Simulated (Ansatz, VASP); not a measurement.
## Al: VASP beside Ansatz

```
CELL_PARAMETERS angstrom
2.81174 0.00000 0.00000
-1.40587 2.43504 0.00000
0.00000 0.00000 10.00249
ATOMIC_POSITIONS crystal
Al 0.00000 0.00000 0.00000
Al 0.33333 0.66667 0.25000
Al 0.00000 0.00000 0.50000
Al 0.66667 0.33333 0.75000
```

Alike in both runs: task single point; functional PBE; dispersion D3(BJ); k mesh 18 × 18 × 6; occupations gaussian, width 0.15 eV; no spin polarisation.

|  | VASP | Ansatz |
| --- | --- | --- |
| version | VASP 6.6.1 | Ansatz 0.2.0 |
| potentials or method | VASP PAW PBE potentials, release 64 (Al), cutoff 520 eV | scalar-relativistic, plane waves, PAW |
| valence electrons in the cell | 12 | 12 |

```csv
,VASP,Ansatz,Ansatz less VASP
gap on the k mesh at the Fermi level (eV),none,none,-
pressure (GPa),-4.9,-4.8,+0.03
"traceless stress, the component that is largest in VASP (GPa)",-2.88,-2.90,-0.017
```

A gap of «none» marks a metal or a gap that the smearing closes.
